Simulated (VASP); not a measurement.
# MgS (Niningerite) (Fm-3m) in VASP: further runs, part 2 of 2

VASP 6.6.1. The steps go on from the part before.

**4. Single point, PBE**

This run uses another cell than the first one, of 16.73 Å³/atom, 1.056 times its volume.

File INCAR:

```
SYSTEM = MgS
PREC     = Accurate       ! precision mode
ENCUT    = 520            ! plane-wave cutoff, eV
EDIFF    = 1E-7           ! SCF threshold, eV
ISMEAR   = 0              ! smearing method
SIGMA    = 0.01           ! smearing width, eV
LREAL    = .FALSE.        ! projectors in reciprocal space
LASPH    = .TRUE.         ! aspherical terms in the spheres
NELM     = 60             ! most SCF steps
ALGO     = Normal         ! electronic algorithm
ISIF     = 2              ! what is computed and relaxed
LWAVE    = .FALSE.        ! write WAVECAR
LCHARG   = .TRUE.         ! write CHGCAR
GGA      = PE             ! functional
LELF     = .TRUE.         ! ELF
LVHAR    = .TRUE.       
NBANDS   = 11             ! bands
```

File KPOINTS:

```
Automatic mesh
0
G
  6 6 6
  0 0 0
```

File POSCAR:

```
MgS
1.0
    0.0000000000      2.5575457170      2.5575457170
    2.5575457170      0.0000000000      2.5575457170
    2.5575457170      2.5575457170      0.0000000000
Mg S
1 1
Direct
    0.0000000000      0.0000000000      0.0000000000
    0.5000000000      0.5000000000      0.5000000000
```

Potentials or basis: VASP PAW PBE potentials, release 64 (Mg, S).

Command:

```console
$ cat potpaw_PBE.64/Mg/POTCAR potpaw_PBE.64/S/POTCAR > POTCAR
$ mpirun -np 1 vasp_std > vasp.out
```

OUTCAR:

```text
SYSTEM = MgS
   PREC = Accurate
   ENCUT = 520
   EDIFF = 1E-7
   ISMEAR = 0
   LREAL = .FALSE.
   LASPH = .TRUE.
   NELM = 60
   ISIF = 2
   GGA = PE

 ion  position               nearest neighbor table
   1  0.000  0.000  0.000-   2 2.56   2 2.56   2 2.56   2 2.56   2 2.56   2 2.56
   2  0.500  0.500  0.500-   1 2.56   1 2.56   1 2.56   1 2.56   1 2.56   1 2.56

  LATTYP: Found a face centered cubic cell.
 ALAT       =     5.1150914340

  Lattice vectors:

 A1 = (   0.0000000000,   2.5575457170,   2.5575457170)
 A2 = (   2.5575457170,   0.0000000000,   2.5575457170)
[... 399 lines left out ...]

  FORCE on cell =-STRESS in cart. coord.  units (eV):
  Direction    XX          YY          ZZ          XY          YZ          ZX
  --------------------------------------------------------------------------------------
  -------------------------------------------------------------------------------------
  Total        1.1170409      1.1170409      1.1170409      0.0000000      0.0000000     -0.0000000
  in kB       53.4908456     53.4908456     53.4908456      0.0000000      0.0000000     -0.0000000
  external PRESSURE =      53.4908456 kB  Pullay stress =       0.0000000 kB

 VOLUME and BASIS-vectors are now :
 -----------------------------------------------------------------------------
  energy-cutoff  :      520.00
  volume of cell :       33.46
      direct lattice vectors                 reciprocal lattice vectors
     0.000000000  2.557545717  2.557545717    -0.195499927  0.195499927  0.195499927
     2.557545717  0.000000000  2.557545717     0.195499927 -0.195499927  0.195499927
     2.557545717  2.557545717  0.000000000     0.195499927  0.195499927 -0.195499927

 POSITION                                       TOTAL-FORCE (eV/Angst)
 -----------------------------------------------------------------------------------
      0.00000      0.00000      0.00000         0.000000     -0.000000      0.000000
      2.55755      2.55755      2.55755        -0.000000      0.000000     -0.000000
 -----------------------------------------------------------------------------------
    total drift:                                0.000000      0.000000      0.000000

  FREE ENERGIE OF THE ION-ELECTRON SYSTEM (eV)
  ---------------------------------------------------
  free  energy   TOTEN  =        -8.4656065887 eV

  energy  without entropy=       -8.4656065887  energy(sigma->0) =       -8.46560659
```

stdout:

```text
POSCAR found type information on POSCAR MgS
 POSCAR found :  2 types and       2 ions
 scaLAPACK will be used
 LDA part: xc-table for (Slater+PW92), standard interpolation
 POSCAR, INCAR and KPOINTS ok, starting setup
 FFT: planning ... GRIDC
 FFT: planning ... GRID_SOFT
 FFT: planning ... GRID
 WAVECAR not read
 entering main loop
```

It took 8 s on 1 thread of Intel Xeon 6975P-C, shared host; peak memory 0.15 GiB.

What came out:

* Free energy: -8.4656 eV
* Pressure: 5.3 GPa
* Band gap on the k mesh: 2.88 eV, indirect (least direct gap 4.13 eV)

Levels at points of the mesh, in eV from the valence-band top:
```tsv
k point	band 2	band 3	band 4	band 5	band 6	band 7
(0.00, 0.00, 0.00)	0.00	0.00	0.00	4.13	7.91	7.91
(0.50, 0.00, 0.00)	-5.11	-0.65	-0.65	4.62	6.96	6.96
(0.50, 0.50, 0.00)	-4.47	-1.80	-1.80	2.88	4.23	12.52
```

A k mesh can miss the band edges. A hybrid or GW would open this gap; PBE tends to underestimate it.

**5. Single point, PBE**

This run uses another cell than the first one, of 17.17 Å³/atom, 1.083 times its volume.

File INCAR:

```
SYSTEM = MgS
PREC = Accurate
ENCUT = 520
EDIFF = 1E-7
ISMEAR = 0
SIGMA = 0.01
LREAL = .False.
LASPH = .True.
NELM = 60
ALGO = Normal
ISIF = 2
LWAVE = .False.
LCHARG = .False.
GGA = PE
NBANDS = 11
```

File KPOINTS:

```
regular mesh
0
Gamma
  6 6 6
  0 0 0
```

File POSCAR:

```
MgS
1.0
    0.0000000000      2.5797863613      2.5797863613
    2.5797863613      0.0000000000      2.5797863613
    2.5797863613      2.5797863613      0.0000000000
Mg S
1 1
Direct
    0.0000000000      0.0000000000      0.0000000000
    0.5000000000      0.5000000000      0.5000000000
```

Command:

```console
$ cat potpaw_PBE.64/Mg/POTCAR potpaw_PBE.64/S/POTCAR > POTCAR
$ mpirun -np 1 vasp_std > vasp.out
```

Run time: 6.3 s. Hardware: 1 thread of Intel Xeon 6975P-C, shared host; peak memory 0.15 GiB.

The run converged. Its results:

```
Free energy            : -8.4885 eV
Pressure               : 3.0 GPa
Band gap on the k mesh : 2.83 eV, indirect (least direct gap 3.91 eV)
```

Levels at points of the mesh, in eV from the valence-band top:
| k point | band 1 | band 2 | band 3 | band 4 | band 5 | band 6 | band 7 | band 8 |
| --- | --- | --- | --- | --- | --- | --- | --- | --- |
| (0.00, 0.00, 0.00) | -12.81 | 0.00 | 0.00 | 0.00 | 3.91 | 7.94 | 7.94 | 7.94 |
| (0.50, 0.00, 0.00) | -11.44 | -4.97 | -0.62 | -0.62 | 4.58 | 6.94 | 6.94 | 10.39 |
| (0.50, 0.50, 0.00) | -11.05 | -4.33 | -1.74 | -1.74 | 2.83 | 4.32 | 12.26 | 12.89 |

**6. Summary**

| cell | gap on the mesh (eV) | pressure (GPa) |
| --- | --- | --- |
| a = 3.552 Å, angles 60.0°, 2 atoms | 3.00 | 11.1 |
| a = 3.585 Å, angles 60.0°, 2 atoms | 2.94 | 8.0 |
| a = 3.617 Å, angles 60.0°, 2 atoms | 2.88 | 5.3 |
| a = 3.648 Å, angles 60.0°, 2 atoms | 2.83 | 3.0 |

Alike in all rows: task single point; level PBE; potentials or basis VASP PAW PBE potentials, release 64 (Mg, S); no spin polarisation; k mesh 6 × 6 × 6; cutoff (eV) 520; smearing gaussian 0.01 eV.

Total energies depend on the potentials used, so only differences within one code and one set of settings carry meaning.
